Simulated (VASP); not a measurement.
# Li2Se (Fm-3m) in VASP: notebook

Li2Se is run at these levels: PBE; tasks: single point.

All numbers are computed with VASP 6.6.1; they aren't measurements. Logs are shortened: lines on timing, memory, paths and dates and some standing lists are left out, and cuts for length are marked.

## (1) The cell of the first run

The structure is cubic, space group Fm-3m (No. 225). The conventional cell has a = 5.882 Å, b = 5.882 Å, c = 5.882 Å, α = 90.00°, β = 90.00°, γ = 90.00°. Li (site symmetry -43m) has 4 Se at 2.55 Å and 6 Li at 2.94 Å within 3.4 Å. Se (site symmetry m-3m) has 8 Li at 2.55 Å within 3.4 Å.

## (2) Single point, PBE (16.96 Å³/atom)

File INCAR:

```
SYSTEM = Li2Se
  PREC = Accurate
  ENCUT = 750
  EDIFF = 1E-6
  ISMEAR = 0
  SIGMA = 0.02
  LREAL = .FALSE.
  LASPH = .TRUE.
  NELM = 120
  ALGO = Normal
  ISIF = 2
  LWAVE = .FALSE.
  LCHARG = .TRUE.
  GGA = PE
  LELF = .TRUE.
  LVHAR = .TRUE.
  NBANDS = 13
  GGA_COMPAT = .FALSE.
```

File KPOINTS:

```
regular mesh
0
G
  8 8 8
  0 0 0
```

File POSCAR:

```
Li2Se
1.0
    0.0000000000      2.9412072914      2.9412072914
    2.9412072914      0.0000000000      2.9412072914
    2.9412072914      2.9412072914      0.0000000000
Li Se
2 1
Direct
    0.2500000000      0.2500000000      0.2500000000
    0.7500000000      0.7500000000      0.7500000000
    0.0000000000      0.0000000000      0.0000000000
```

Potentials or basis: VASP PAW PBE potentials, release 64 (Li_sv, Se).

Command:

```sh
> cat potpaw_PBE.64/Li_sv/POTCAR potpaw_PBE.64/Se/POTCAR > POTCAR
> mpirun -np 1 vasp_std > vasp.out
```

OUTCAR:

```text
SYSTEM = Li2Se
   PREC = Accurate
   ENCUT = 750
   EDIFF = 1E-6
   ISMEAR = 0
   LREAL = .FALSE.
   LASPH = .TRUE.
   NELM = 120
   ISIF = 2
   GGA = PE

 ion  position               nearest neighbor table
   1  0.250  0.250  0.250-   3 2.55   3 2.55   3 2.55   3 2.55
   2  0.750  0.750  0.750-   3 2.55   3 2.55   3 2.55   3 2.55
   3  0.000  0.000  0.000-   1 2.55   2 2.55   2 2.55   2 2.55   2 2.55   1 2.55   1 2.55   1 2.55

  LATTYP: Found a face centered cubic cell.
 ALAT       =     5.8824145828

  Lattice vectors:

 A1 = (   0.0000000000,   2.9412072914,   2.9412072914)
 A2 = (   2.9412072914,   0.0000000000,   2.9412072914)
 A3 = (   2.9412072914,   2.9412072914,   0.0000000000)

Analysis of symmetry for initial positions (statically):
=====================================================================
 Subroutine PRICEL returns:
 Original cell was already a primitive cell.

 Routine SETGRP: Setting up the symmetry group for a
 face centered cubic supercell.

 Subroutine GETGRP returns: Found 48 space group operations
 (whereof 48 operations were pure point group operations)
 out of a pool of 48 trial point group operations.

The static configuration has the point symmetry O_h .

Analysis of symmetry for dynamics (positions and initial velocities):
=====================================================================
 Subroutine PRICEL returns:
 Original cell was already a primitive cell.

 Routine SETGRP: Setting up the symmetry group for a
 face centered cubic supercell.

 Subroutine GETGRP returns: Found 48 space group operations
 (whereof 48 operations were pure point group operations)
 out of a pool of 48 trial point group operations.

The dynamic configuration has the point symmetry O_h .

 Subroutine INISYM returns: Found 48 space group operations
 (whereof 48 operations are pure point group operations),
 and found     1 'primitive' translations

----------------------------------------------------------------------------------------

                                     Primitive cell

  volume of cell :      50.8870

  direct lattice vectors                    reciprocal lattice vectors
     0.000000000  2.941207291  2.941207291    -0.169998219  0.169998219  0.169998219
     2.941207291  0.000000000  2.941207291     0.169998219 -0.169998219  0.169998219
     2.941207291  2.941207291  0.000000000     0.169998219  0.169998219 -0.169998219

  length of vectors
     4.159495241  4.159495241  4.159495241     0.294445552  0.294445552  0.294445552

  position of ions in fractional coordinates (direct lattice)
     0.250000000  0.250000000  0.250000000
     0.750000000  0.750000000  0.750000000
     0.000000000  0.000000000  0.000000000

  ion indices of the primitive-cell ions
   primitive index   ion index
                 1           1
                 2           2
                 3           3

----------------------------------------------------------------------------------------

 KPOINTS: regular mesh

Automatic generation of k-mesh.
 Grid dimensions read from file:
 generate k-points for:    8    8    8

 Generating k-lattice:

  Cartesian coordinates                     Fractional coordinates (reciprocal lattice)
    -0.021249777  0.021249777  0.021249777     0.125000000  0.000000000  0.000000000
     0.021249777 -0.021249777  0.021249777     0.000000000  0.125000000  0.000000000
     0.021249777  0.021249777 -0.021249777     0.000000000  0.000000000  0.125000000

  Length of vectors
     0.036805694  0.036805694  0.036805694

  Shift w.r.t. Gamma in fractional coordinates (k-lattice)
     0.000000000  0.000000000  0.000000000

 Subroutine IBZKPT returns following result:
 ===========================================

 Found     29 irreducible k-points:

 Following reciprocal coordinates:
            Coordinates               Weight
  0.000000  0.000000  0.000000      1.000000
  0.125000  0.000000  0.000000      8.000000
  0.250000  0.000000  0.000000      8.000000
  0.375000  0.000000  0.000000      8.000000
  0.500000  0.000000  0.000000      4.000000
  0.125000  0.125000  0.000000      6.000000
[... 16 lines left out ...]
  0.500000  0.250000  0.125000     48.000000
 -0.375000  0.250000  0.125000     24.000000
 [... further k-points ...]
   k-points           NKPTS =     29   k-points in BZ     NKDIM =     29   number of bands    NBANDS=     13
   number of dos      NEDOS =    301   number of ions     NIONS =      3
   total plane-waves  NPLWV =  64000
   dimension x,y,z NGX =    40 NGY =   40 NGZ =   40
   dimension x,y,z NGXF=    80 NGYF=   80 NGZF=   80
   ions per type =               2   1
   NGX,Y,Z   is equivalent  to a cutoff of  15.99, 15.99, 15.99 a.u.
   NGXF,Y,Z  is equivalent  to a cutoff of  31.97, 31.97, 31.97 a.u.
 SYSTEM =  Li2Se
   PREC   = accura    normal or accurate (medium, high low for compatibility)
   ISTART =      0    job   : 0-new  1-cont  2-samecut
   ICHARG =      2    charge: 1-file 2-atom 10-const
   ISPIN  =      1    spin polarized calculation?
   LNONCOLLINEAR =      F non collinear calculations
   LSORBIT =      F    spin-orbit coupling
   LASPH  =      T    aspherical Exc in radial PAW
   ENCUT  =  750.0 eV  55.12 Ry    7.42 a.u.   9.29  9.29  9.29*2*pi/ulx,y,z
   NELM   =    120;   NELMIN=  2; NELMDL= -5     # of ELM steps
   EDIFF  = 0.1E-05   stopping-criterion for ELM
   LREAL  =      F    real-space projection
   EDIFFG = 0.1E-04   stopping-criterion for IOM
   NSW    =      0    number of steps for IOM
   IBRION =     -1    ionic relax: 0-MD 1-quasi-New 2-CG
   NFREE  =      0    steps in history (QN), initial steepest desc. (CG)
   ISIF   =      2    stress and relaxation
   ISYM   =      2    0-nonsym 1-usesym 2-fastsym
   POTIM  = 0.5000    time-step for ionic-motion
   TEBEG  =    0.0;   TEEND  =   0.0 temperature during run
   PSTRESS=    0.0 pullay stress
   NELECT =      12.0000    total number of electrons
   NUPDOWN=      -1.0000    fix difference up-down
   EMIN   =  10.00;   EMAX   =-10.00  energy-range for DOS
   EFERMI =   0.00;   METHOD = LEGACY
   ISMEAR =     0;   SIGMA  =   0.02  broadening in eV -4-tet -1-fermi 0-gaus
   EFERMI_NEDOS =   21; number of points for ismear=-14 and -15
   IALGO  =     38    algorithm
   IMIX   =      4    mixing-type and parameters
     AMIX     =   0.40;   BMIX     =  1.00
     AMIX_MAG =   1.60;   BMIX_MAG =  1.00
  volume/ion in A,a.u.               =      16.96       114.47
  Fermi-wavevector in a.u.,A,eV,Ry     =   1.011423  1.911313 13.918448  1.022977
  Thomas-Fermi vector in A             =   2.144472
   LORBIT       =      0    0 simple, 1 ext, 2 COOP (PROOUT), +10 PAW based schemes
   GGA     = PE    functional components
   LHFCALC =     F    Hartree Fock is set to
   AEXX    =    0.0000 exact exchange contribution
   IVDW    =     0    specifies the selected vdW correction
   LEPSILON=     F    determine dielectric tensor
   LRPA    =     F    only Hartree local field effects (RPA)
 non-spin polarized calculation
 Gauss-broadening in eV      SIGMA  =   0.02
  energy-cutoff  :      750.00
  volume of cell :       50.89
 maximum number of plane-waves:      2421
 NGX is ok and might be reduce to    40
   NGX = 19   NGY = 19   NGZ = 19

 number of electron      11.9999998 magnetization

 Free energy of the ion-electron system (eV)
  ---------------------------------------------------
  ext. energy  EPLUGINS =         0.00000000
  ---------------------------------------------------
  free energy    TOTEN  =       -11.10750621 eV

  energy without entropy =      -11.10750621  energy(sigma->0) =      -11.10750621

 E-fermi :   1.5027     XC(G=0):  -8.4922

 val. band max:        1.3585748717   @ k =   0.0000   0.0000   0.0000
 cond. band min:       4.2787747811   @ k =   0.5000   0.5000   0.0000
 fundamental gap:      2.9201999094
 Fermi energy:         1.5026994905

 k-point     1 :       0.0000    0.0000    0.0000
  band No.  band energies     occupation
      1     -43.2571      2.00000
      2     -43.2265      2.00000
      3     -10.2017      2.00000
      4       1.3586      2.00000
      5       1.3586      2.00000
      6       1.3586      2.00000
      7       5.0094      0.00000
      8       7.0058      0.00000
      9       7.0058      0.00000
     10       7.0058      0.00000
     11      12.1275      0.00000
     12      12.1275      0.00000
     13      12.5227      0.00000

 k-point     2 :       0.1250    0.0000    0.0000
  band No.  band energies     occupation
      1     -43.2559      2.00000
      2     -43.2275      2.00000
      3     -10.1471      2.00000
      4       0.6612      2.00000
      5       1.2567      2.00000
      6       1.2567      2.00000
      7       5.4997      0.00000
      8       7.2500      0.00000
      9       7.2500      0.00000
     10       7.4292      0.00000
     11      10.8956      0.00000
     12      10.8956      0.00000
     13      12.6480      0.00000

 k-point     3 :       0.2500    0.0000    0.0000
  band No.  band energies     occupation
      1     -43.2523      2.00000
      2     -43.2307      2.00000
      3     -10.0079      2.00000
      4      -0.5240      2.00000
      5       1.0398      2.00000
      6       1.0398      2.00000
      7       6.1263      0.00000
      8       7.5748      0.00000
      9       7.5748      0.00000
     10       8.4518      0.00000
     11      10.5467      0.00000
     12      10.5467      0.00000
     13      13.0876      0.00000
[... 305 lines left out ...]
 k-point    23 :       0.5000    0.2500    0.1250
  band No.  band energies     occupation
      1     -43.2459      2.00000
      2     -43.2365      2.00000
      3      -9.7776      2.00000
      4      -1.2118      2.00000
      5      -0.0201      2.00000
      6       0.4994      2.00000
      7       6.6477      0.00000
      8       7.5070      0.00000
      9       8.7588      0.00000
     10       9.3380      0.00000
     11      10.9620      0.00000
     12      12.9574      0.00000
     13      14.7627      0.00000

 k-point    24 :      -0.3750    0.2500    0.1250
  band No.  band energies     occupation
      1     -43.2411      2.00000
      2     -43.2411      2.00000
      3      -9.7230      2.00000
      4      -1.4493      2.00000
      5      -0.0486      2.00000
      6       0.3416      2.00000
      7       6.8251      0.00000
      8       7.3093      0.00000
      9       9.2022      0.00000
     10       9.9880      0.00000
     11      11.0060      0.00000
     12      12.4203      0.00000
     13      14.3541      0.00000

 [... further k-points ...]

------------------------ aborting loop because EDIFF is reached ----------------------------------------

  FORCE on cell =-STRESS in cart. coord.  units (eV):
  Direction    XX          YY          ZZ          XY          YZ          ZX
  --------------------------------------------------------------------------------------
  -------------------------------------------------------------------------------------
  Total        0.7348317      0.7348317      0.7348317      0.0000000      0.0000000      0.0000000
  in kB       23.1361744     23.1361744     23.1361744      0.0000000      0.0000000      0.0000000
  external PRESSURE =      23.1361744 kB  Pullay stress =       0.0000000 kB

 VOLUME and BASIS-vectors are now :
 -----------------------------------------------------------------------------
  energy-cutoff  :      750.00
  volume of cell :       50.89
      direct lattice vectors                 reciprocal lattice vectors
     0.000000000  2.941207291  2.941207291    -0.169998219  0.169998219  0.169998219
     2.941207291  0.000000000  2.941207291     0.169998219 -0.169998219  0.169998219
     2.941207291  2.941207291  0.000000000     0.169998219  0.169998219 -0.169998219

 POSITION                                       TOTAL-FORCE (eV/Angst)
 -----------------------------------------------------------------------------------
      1.47060      1.47060      1.47060         0.000000      0.000000     -0.000000
      4.41181      4.41181      4.41181         0.000000     -0.000000      0.000000
      0.00000      0.00000      0.00000        -0.000000      0.000000     -0.000000
 -----------------------------------------------------------------------------------
    total drift:                                0.000000     -0.000000      0.000000

  FREE ENERGIE OF THE ION-ELECTRON SYSTEM (eV)
  ---------------------------------------------------
  free  energy   TOTEN  =       -11.1075062072 eV

  energy  without entropy=      -11.1075062072  energy(sigma->0) =      -11.10750621
```

It took 44 s on 1 thread of Intel Xeon Platinum 8488C (Sapphire Rapids), shared host; peak memory 0.24 GiB.

Results:

```yaml
Free_energy: -11.1075 eV
Pressure: 2.3 GPa
Band_gap_on_the_k_mesh: 2.92 eV (least direct gap 3.65 eV)
```

A k mesh can miss the band edges. As with any semilocal functional, this PBE gap is likely too small.

(Part 1 of 2 ends here.)
